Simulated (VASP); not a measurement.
Wanted: the native input for a VASP 6.6.1 run.

```
Task                   : single point
Functional             : RPBE
Potentials or basis    : VASP PAW PBE potentials, release 64 (Ta_pv, N)
Cutoff                 : 520 eV
k mesh                 : 6 × 6 × 9
Occupations            : fermi-dirac, width 0.05 eV
Spin                   : no spin polarisation
Dipole correction      : no
Further INCAR settings : ALGO = Normal; EDIFF = 1e-07; NBANDS = 33
```

The structure of TaN lies in POSCAR:

```
TaN
1.0
    5.1910000000      0.0000000000      0.0000000000
   -2.5955000000      4.4955378710      0.0000000000
    0.0000000000      0.0000000000      2.9080000000
Ta N
3 3
Direct
    0.6666666667      0.3333333333      0.5000000000
    0.3333333333      0.6666666667      0.5000000000
    0.0000000000      0.0000000000      0.0000000000
    0.0000000000      0.5000000000      0.0000000000
    0.5000000000      0.5000000000      0.0000000000
    0.5000000000      0.0000000000      0.0000000000
```

The input as run:

INCAR

```
ALGO = Normal ; EDIFF = 1E-7
ENCUT = 520 ; GGA = RP
ISIF = 2 ; ISMEAR = -1
LASPH = True ; LCHARG = False
LREAL = False ; LWAVE = False
NBANDS = 33 ; NELM = 100
PREC = Accurate ; SIGMA = 0.05
```

KPOINTS

```
k-points
0
Gamma
  6 6 9
```

Potentials or basis: VASP PAW PBE potentials, release 64 (Ta_pv, N).

Run with:

```bash
$ cat potpaw_PBE.64/Ta_pv/POTCAR potpaw_PBE.64/N/POTCAR > POTCAR
$ mpirun -np 1 vasp_std > vasp.out
```

Results of the run:

```yaml
Pressure: 14.9 GPa
Band_gap_on_the_k_mesh: zero (band 24 reaches 9.14 eV, above the bottom of band 25 at 7.08 eV)
```

Caveat: the PAW data sets were made with another functional, which shifts forces and pressure a little; spin-orbit coupling is left out, which moves the levels of the heavy elements.

It took 50 s on 1 thread of Intel(R) Xeon(R) Platinum 8559C (Emerald Rapids), on a shared host, peak memory 0.22 GiB.
